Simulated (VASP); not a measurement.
Hf, 2 atoms in the cell. The structure is hexagonal, space group P6_3/mmc (No. 194). Conventional cell: a = 2.727 Å, b = 2.727 Å, c = 4.561 Å, α = 90.00°, β = 90.00°, γ = 120.00°. Within 3.6 Å of Hf (site symmetry -6m2) lie 12 Hf at 2.73 to 2.77 Å. 

| Property | Result |
| --- | --- |
| Program | VASP 6.6.1 |
| Task | single point |
| Functional | PBEsol |
| Potentials or basis | VASP PAW PBE potentials, release 64 (Hf_pv) |
| Cutoff | 500 eV |
| k mesh | 15 × 15 × 9 |
| Occupations | fermi-dirac, width 0.08 eV |
| Spin | no spin polarisation |
| Dipole correction | no |
| Further INCAR settings | ALGO = Normal; EDIFF = 1e-06; NBANDS = 17 |

Potentials or basis: VASP PAW PBE potentials, release 64 (Hf_pv).

Run with:

```console
$ cat potpaw_PBE.64/Hf_pv/POTCAR > POTCAR
$ mpirun -np 1 vasp_std > vasp.out
```

Hardware: 1 thread of AMD EPYC 9R45 96-Core Processor (Zen 5) (shared host).

Question: Estimate the wall time of this run.

Answer: It took 28 s on 1 thread of AMD EPYC 9R45 96-Core Processor (Zen 5), on a shared host, peak memory 0.15 GiB. Counts: scf iterations 11, k points 135.
